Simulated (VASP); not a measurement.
Crystal: TaVN2.

```
CELL_PARAMETERS angstrom
3.10968 0.00000 0.00000
0.00000 3.10968 0.00000
0.00000 0.00000 4.38032
ATOMIC_POSITIONS crystal
Ta 0.00000 0.00000 0.00000
V 0.50000 0.50000 0.50000
N 0.50000 0.50000 0.00000
N 0.00000 0.00000 0.50000
```

Base run:

```yaml
Program: VASP 6.6.1
Functional: PBE
Potentials_or_basis: VASP PAW PBE potentials, release 64 (Ta_pv, V_sv, N)
Cutoff: 520 eV
k_mesh: 9 × 9 × 6
Occupations: fermi-dirac, width 0.05 eV
Spin: collinear spin, ferromagnetic start
Starting_moments: "[0.0, 2.0, 0.0, 0.0] μB"
```

Its results: pressure -15.0 GPa; net moment 1.42 μB per cell; site moments Ta -0.07; V +1.36; N +0.02, +0.01 μB.

Q: The run is repeated on the same cell with these changes: functional from PBE to PBEsol. What comes out?

A: Pressure -24.4 GPa; net moment 1.25 μB per cell; site moments Ta -0.06; V +1.19; N +0.01 μB.

PBEsol binds more tightly than PBE, so the same cell stands under less pressure.

Caveats: the PAW data sets were made with another functional, which shifts forces and pressure a little (some runs).
